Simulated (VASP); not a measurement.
# W in VASP: a series of runs

Runs on W. Level: PBE. Tasks: single point.

Program: VASP 6.6.1. These are calculated values, not measurements. Logs are shortened: lines on timing, memory, paths and dates and some standing lists are left out, and cuts for length are marked.

## Step 1: The cell of the first run

It takes space group I4/mmm (No. 139, tetragonal). The conventional cell has a = 2.781 Å, b = 2.781 Å, c = 4.172 Å, α = 90.00°, β = 90.00°, γ = 90.00°. W (site symmetry 4/mmm) has 12 W at 2.78 to 2.87 Å within 3.7 Å.

## Step 2: Single point, PBE

File INCAR:

```
SYSTEM = W
ALGO = Normal
EDIFF = 1E-6
ENCUT = 500
GGA = PE
GGA_COMPAT = .FALSE.
ISIF = 2
ISMEAR = 0
LASPH = .TRUE.
LCHARG = .FALSE.
LREAL = .FALSE.
LWAVE = .FALSE.
NBANDS = 13
NELM = 120
PREC = Accurate
SIGMA = 0.15
```

File KPOINTS:

```
k-points
0
G
  30 30 30
  0 0 0
```

File POSCAR:

```
W
1.0
   -1.3905473202      1.3905473202      2.0858209803
    1.3905473202     -1.3905473202      2.0858209803
    1.3905473202      1.3905473202     -2.0858209803
W
1
Direct
    0.0000000000      0.0000000000      0.0000000000
```

Potentials or basis: VASP PAW PBE potentials, release 64 (W_sv).

The run is started by

```sh
cat potpaw_PBE.64/W_sv/POTCAR > POTCAR
mpirun -np 1 vasp_std > vasp.out
```

OUTCAR:

```text
SYSTEM = W
   EDIFF = 1E-6
   ENCUT = 500
   GGA = PE
   ISIF = 2
   ISMEAR = 0
   LASPH = .TRUE.
   LREAL = .FALSE.
   NELM = 120
   PREC = Accurate

 ion  position               nearest neighbor table
   1  0.000  0.000  0.000-

  LATTYP: Found a body centered tetragonal cell.
 ALAT       =     2.7810946404
 C/A-ratio  =     1.5000000000

  Lattice vectors:

 A1 = (  -1.3905473202,   1.3905473202,   2.0858209803)
 A2 = (   1.3905473202,  -1.3905473202,   2.0858209803)
 A3 = (   1.3905473202,   1.3905473202,  -2.0858209803)

Analysis of symmetry for initial positions (statically):
=====================================================================
 Subroutine PRICEL returns:
 Original cell was already a primitive cell.

 Routine SETGRP: Setting up the symmetry group for a
 body centered tetragonal supercell.

 Subroutine GETGRP returns: Found 16 space group operations
 (whereof 16 operations were pure point group operations)
 out of a pool of 16 trial point group operations.

The static configuration has the point symmetry D_4h.

Analysis of symmetry for dynamics (positions and initial velocities):
=====================================================================
 Subroutine PRICEL returns:
 Original cell was already a primitive cell.

 Routine SETGRP: Setting up the symmetry group for a
 body centered tetragonal supercell.

 Subroutine GETGRP returns: Found 16 space group operations
 (whereof 16 operations were pure point group operations)
 out of a pool of 16 trial point group operations.

The dynamic configuration has the point symmetry D_4h.

 Subroutine INISYM returns: Found 16 space group operations
 (whereof 16 operations are pure point group operations),
 and found     1 'primitive' translations

----------------------------------------------------------------------------------------

                                     Primitive cell

  volume of cell :      16.1328

  direct lattice vectors                    reciprocal lattice vectors
    -1.390547320  1.390547320  2.085820980     0.000000000  0.359570647  0.239713765
     1.390547320 -1.390547320  2.085820980     0.359570647  0.000000000  0.239713765
     1.390547320  1.390547320 -2.085820980     0.359570647  0.359570647  0.000000000

  length of vectors
     2.866686739  2.866686739  2.866686739     0.432150135  0.432150135  0.508509686

  position of ions in fractional coordinates (direct lattice)
     0.000000000  0.000000000  0.000000000

  ion indices of the primitive-cell ions
   primitive index   ion index
                 1           1

----------------------------------------------------------------------------------------

 KPOINTS: k-points

Automatic generation of k-mesh.
 Grid dimensions read from file:
 generate k-points for:   30   30   30

 Generating k-lattice:

  Cartesian coordinates                     Fractional coordinates (reciprocal lattice)
     0.000000000  0.011985688  0.007990459     0.033333333 -0.000000000  0.000000000
     0.011985688  0.000000000  0.007990459    -0.000000000  0.033333333  0.000000000
     0.011985688  0.011985688  0.000000000     0.000000000  0.000000000  0.033333333

  Length of vectors
     0.014405005  0.014405005  0.016950323

  Shift w.r.t. Gamma in fractional coordinates (k-lattice)
     0.000000000  0.000000000  0.000000000

 Subroutine IBZKPT returns following result:
 ===========================================

 Found   1992 irreducible k-points:

 Following reciprocal coordinates:
            Coordinates               Weight
  0.000000  0.000000  0.000000      1.000000
  0.033333 -0.000000  0.000000      8.000000
  0.066667  0.000000 -0.000000      8.000000
  0.100000  0.000000  0.000000      8.000000
  0.133333  0.000000 -0.000000      8.000000
  0.166667  0.000000 -0.000000      8.000000
[... 16 lines left out ...]
  0.233333  0.033333  0.000000     16.000000
  0.266667  0.033333 -0.000000     16.000000
 [... further k-points ...]
   k-points           NKPTS =   1992   k-points in BZ     NKDIM =   1992   number of bands    NBANDS=     13
   number of dos      NEDOS =    301   number of ions     NIONS =      1
   total plane-waves  NPLWV =  13824
   dimension x,y,z NGX =    24 NGY =   24 NGZ =   24
   dimension x,y,z NGXF=    48 NGYF=   48 NGZF=   48
   ions per type =               1
   NGX,Y,Z   is equivalent  to a cutoff of  13.92, 13.92, 13.92 a.u.
   NGXF,Y,Z  is equivalent  to a cutoff of  27.84, 27.84, 27.84 a.u.
 SYSTEM =  W
   PREC   = accura    normal or accurate (medium, high low for compatibility)
   ISTART =      0    job   : 0-new  1-cont  2-samecut
   ICHARG =      2    charge: 1-file 2-atom 10-const
   ISPIN  =      1    spin polarized calculation?
   LNONCOLLINEAR =      F non collinear calculations
   LSORBIT =      F    spin-orbit coupling
   LASPH  =      T    aspherical Exc in radial PAW
   ENCUT  =  500.0 eV  36.75 Ry    6.06 a.u.   5.23  5.23  5.23*2*pi/ulx,y,z
   NELM   =    120;   NELMIN=  2; NELMDL= -5     # of ELM steps
   EDIFF  = 0.1E-05   stopping-criterion for ELM
   LREAL  =      F    real-space projection
   EDIFFG = 0.1E-04   stopping-criterion for IOM
   NSW    =      0    number of steps for IOM
   IBRION =     -1    ionic relax: 0-MD 1-quasi-New 2-CG
   NFREE  =      0    steps in history (QN), initial steepest desc. (CG)
   ISIF   =      2    stress and relaxation
   ISYM   =      2    0-nonsym 1-usesym 2-fastsym
   POTIM  = 0.5000    time-step for ionic-motion
   TEBEG  =    0.0;   TEEND  =   0.0 temperature during run
   PSTRESS=    0.0 pullay stress
   NELECT =      14.0000    total number of electrons
   NUPDOWN=      -1.0000    fix difference up-down
   EMIN   =  10.00;   EMAX   =-10.00  energy-range for DOS
   EFERMI =   0.00;   METHOD = LEGACY
   ISMEAR =     0;   SIGMA  =   0.15  broadening in eV -4-tet -1-fermi 0-gaus
   EFERMI_NEDOS =   21; number of points for ismear=-14 and -15
   IALGO  =     38    algorithm
   IMIX   =      4    mixing-type and parameters
     AMIX     =   0.40;   BMIX     =  1.00
     AMIX_MAG =   1.60;   BMIX_MAG =  1.00
  volume/ion in A,a.u.               =      16.13       108.87
  Fermi-wavevector in a.u.,A,eV,Ry     =   1.561522  2.950848 33.175760  2.438350
  Thomas-Fermi vector in A             =   2.664575
   LORBIT       =      0    0 simple, 1 ext, 2 COOP (PROOUT), +10 PAW based schemes
   GGA     = PE    functional components
   LHFCALC =     F    Hartree Fock is set to
   AEXX    =    0.0000 exact exchange contribution
   IVDW    =     0    specifies the selected vdW correction
   LEPSILON=     F    determine dielectric tensor
   LRPA    =     F    only Hartree local field effects (RPA)
 non-spin polarized calculation
 Gauss-broadening in eV      SIGMA  =   0.15
  energy-cutoff  :      500.00
  volume of cell :       16.13
 maximum number of plane-waves:       423
 NGX is ok and might be reduce to    24
   NGX = 11   NGY = 11   NGZ = 11

 number of electron      14.0000000 magnetization

 Free energy of the ion-electron system (eV)
  ---------------------------------------------------
  ext. energy  EPLUGINS =         0.00000000
  ---------------------------------------------------
  free energy    TOTEN  =       -12.50096758 eV

  energy without entropy =      -12.48851117  energy(sigma->0) =      -12.49473938

 E-fermi :  10.8215     XC(G=0): -13.5315

 val. band max:       10.8214002484   @ k =  -0.1333   0.4333   0.0667
 cond. band min:      10.8216375230   @ k =  -0.2333   0.1000   0.0667
 fundamental gap:      0.0002372746
 Fermi energy:        10.8215022204

 k-point     1 :       0.0000    0.0000    0.0000
  band No.  band energies     occupation
      1     -62.9226      2.00000
      2     -26.5688      2.00000
      3     -26.5079      2.00000
      4     -26.5079      2.00000
      5       1.6458      2.00000
      6       9.6206      2.00000
      7      10.4471      1.99958
      8      10.4471      1.99958
      9      12.6906      0.00000
     10      13.9389      0.00000
     11      23.5874      0.00000
     12      27.6029      0.00000
     13      29.5139      0.00000

 k-point     2 :       0.0333   -0.0000    0.0000
  band No.  band energies     occupation
      1     -62.9213      2.00000
      2     -26.5748      2.00000
      3     -26.5186      2.00000
      4     -26.5091      2.00000
      5       1.6962      2.00000
      6       9.6288      2.00000
      7      10.4211      1.99984
      8      10.4713      1.99904
      9      12.6747      0.00000
     10      13.9094      0.00000
     11      23.6903      0.00000
     12      27.6206      0.00000
     13      29.3196      0.00000

 k-point     3 :       0.0667    0.0000   -0.0000
  band No.  band energies     occupation
      1     -62.9176      2.00000
      2     -26.5998      2.00000
      3     -26.5428      2.00000
      4     -26.5128      2.00000
      5       1.8454      2.00000
      6       9.6408      2.00000
      7      10.3580      1.99999
      8      10.5413      1.99175
      9      12.6340      0.00000
     10      13.8265      0.00000
     11      23.9882      0.00000
     12      27.5588      0.00000
     13      29.0257      0.00000

 k-point     4 :       0.1000    0.0000    0.0000
  band No.  band energies     occupation
      1     -62.9116      2.00000
      2     -26.6573      2.00000
      3     -26.5645      2.00000
      4     -26.5188      2.00000
      5       2.0873      2.00000
      6       9.6190      2.00000
      7      10.2999      2.00000
      8      10.6494      1.89529
      9      12.5888      0.00000
     10      13.7068      0.00000
     11      24.4442      0.00000
     12      27.1829      0.00000
     13      29.1060      0.00000

 k-point     5 :       0.1333    0.0000   -0.0000
  band No.  band energies     occupation
      1     -62.9036      2.00000
      2     -26.7436      2.00000
      3     -26.5832      2.00000
      4     -26.5268      2.00000
      5       2.4115      2.00000
      6       9.5272      2.00000
      7      10.2853      2.00000
      8      10.7807      1.29931
      9      12.5724      0.00000
     10      13.5775      0.00000
     11      24.9592      0.00000
     12      26.6539      0.00000
     13      29.5660      0.00000
[... 257 lines left out ...]
 k-point    22 :       0.2000    0.0333    0.0000
  band No.  band energies     occupation
      1     -62.8785      2.00000
      2     -27.0080      2.00000
      3     -26.6291      2.00000
      4     -26.5627      2.00000
      5       3.4168      2.00000
      6       9.1526      2.00000
      7      10.3129      2.00000
      8      11.0202      0.06104
      9      12.6685      0.00000
     10      13.6544      0.00000
     11      24.6911      0.00000
     12      27.2031      0.00000
     13      31.5972      0.00000

 k-point    23 :       0.2333    0.0333    0.0000
  band No.  band energies     occupation
      1     -62.8666      2.00000
      2     -27.1331      2.00000
      3     -26.6518      2.00000
      4     -26.5748      2.00000
      5       3.8606      2.00000
      6       9.1004      2.00000
      7      10.2140      2.00000
      8      11.0199      0.06148
      9      12.9515      0.00000
     10      13.8192      0.00000
     11      24.1210      0.00000
     12      27.6758      0.00000
     13      32.5430      0.00000

 k-point    24 :       0.2667    0.0333   -0.0000
  band No.  band energies     occupation
      1     -62.8546      2.00000
      2     -27.2579      2.00000
      3     -26.6742      2.00000
      4     -26.5868      2.00000
      5       4.2660      2.00000
      6       9.1535      2.00000
      7      10.0877      2.00000
      8      10.9502      0.22515
      9      13.3334      0.00000
     10      14.0918      0.00000
     11      23.5746      0.00000
     12      27.6509      0.00000
     13      32.9473      0.00000

 [... further k-points ...]

------------------------ aborting loop because EDIFF is reached ----------------------------------------

  FORCE on cell =-STRESS in cart. coord.  units (eV):
  Direction    XX          YY          ZZ          XY          YZ          ZX
  --------------------------------------------------------------------------------------
  -------------------------------------------------------------------------------------
  Total        0.2202655      0.2202655      1.4314214      0.0000000     -0.0000000      0.0000000
  in kB       21.8750174     21.8750174    142.1574171      0.0000000     -0.0000000      0.0000000
  external PRESSURE =      61.9691506 kB  Pullay stress =       0.0000000 kB

 VOLUME and BASIS-vectors are now :
 -----------------------------------------------------------------------------
  energy-cutoff  :      500.00
  volume of cell :       16.13
      direct lattice vectors                 reciprocal lattice vectors
    -1.390547320  1.390547320  2.085820980     0.000000000  0.359570647  0.239713765
     1.390547320 -1.390547320  2.085820980     0.359570647  0.000000000  0.239713765
     1.390547320  1.390547320 -2.085820980     0.359570647  0.359570647  0.000000000

 POSITION                                       TOTAL-FORCE (eV/Angst)
 -----------------------------------------------------------------------------------
      0.00000      0.00000      0.00000        -0.000000      0.000000      0.000000
 -----------------------------------------------------------------------------------
    total drift:                                0.000000     -0.000000      0.000000

  FREE ENERGIE OF THE ION-ELECTRON SYSTEM (eV)
  ---------------------------------------------------
  free  energy   TOTEN  =       -12.5009675779 eV

  energy  without entropy=      -12.4885111749  energy(sigma->0) =      -12.49473938
```

Wall time 3 min (1 thread of AMD EPYC 9R45 (Zen 5), shared host); peak memory 0.43 GiB.

What came out:

| Quantity | Value |
| --- | --- |
| Free energy | -12.5010 eV |
| Pressure | 6.2 GPa |
| Band gap on the k mesh | zero (bands 7 and 8 overlap by 4.04 eV) |

Levels at points of the mesh, in eV from the Fermi level:
```
           k point  band 4  band 5  band 6  band 7  band 8  band 9  band 10  band 11
(0.00, 0.00, 0.00)  -37.33   -9.18   -1.20   -0.37   -0.37    1.87     3.12    12.77
(0.50, 0.00, 0.00)  -37.44   -5.79   -1.33   -0.45    0.60    4.82     5.28    10.50
(0.50, 0.50, 0.00)  -37.78   -5.68   -4.74    3.45    4.90    5.31     6.31    11.05
(0.50, 0.50, 0.50)  -37.69   -5.74   -4.63    2.28    5.13    5.76     5.76    12.26
```

Caveat: the cell stands under pressure; spin-orbit coupling is left out, which moves the levels of the heavy elements.

## Step 3: Single point, PBE

File INCAR:

```
SYSTEM = W
PREC     = Accurate       ! precision mode
ENCUT    = 500            ! plane-wave cutoff, eV
EDIFF    = 1E-6           ! SCF threshold, eV
ISMEAR   = 0              ! smearing method
SIGMA    = 0.15           ! smearing width, eV
LREAL    = .FALSE.        ! projectors in reciprocal space
LASPH    = .TRUE.         ! aspherical terms in the spheres
NELM     = 120            ! most SCF steps
ALGO     = Normal         ! electronic algorithm
ISIF     = 2              ! what is computed and relaxed
LWAVE    = .FALSE.        ! write WAVECAR
LCHARG   = .FALSE.        ! write CHGCAR
GGA      = PE             ! functional
NBANDS   = 13             ! bands
GGA_COMPAT= .FALSE.
```

File KPOINTS:

```
regular mesh
0
G
  30 30 30
  0 0 0
```

File POSCAR:

```
W
1.0
   -1.4181855489      1.4181855489      2.0053143661
    1.4181855489     -1.4181855489      2.0053143661
    1.4181855489      1.4181855489     -2.0053143661
W
1
Direct
    0.0000000000      0.0000000000      0.0000000000
```

Potentials or basis: VASP PAW PBE potentials, release 64 (W_sv).

The run is started by

```sh
cat potpaw_PBE.64/W_sv/POTCAR > POTCAR
mpirun -np 1 vasp_std > vasp.out
```

Run time: 3.4 min. Hardware: 1 thread of Intel Xeon Platinum 8488C (Sapphire Rapids), shared host; peak memory 0.46 GiB.

Results (log left out):

| Item | Value |
| --- | --- |
| Free energy | -12.4711 eV |
| Pressure | 6.2 GPa |
| Band gap on the k mesh | zero (bands 7 and 8 overlap by 3.72 eV) |

Levels at points of the mesh, in eV from the Fermi level:
```
           k point  band 5  band 6  band 7  band 8  band 9  band 10
(0.00, 0.00, 0.00)   -9.08   -0.58   -0.58   -0.58    2.62     2.63
(0.50, 0.00, 0.00)   -5.70   -0.81   -0.81    0.68    5.16     5.16
(0.50, 0.50, 0.00)   -5.61   -4.63    3.14    5.13    5.91     5.92
(0.50, 0.50, 0.50)   -5.61   -4.63    3.14    5.13    5.91     5.91
```

Caveat: the cell stands under pressure; spin-orbit coupling is left out, which moves the levels of the heavy elements.
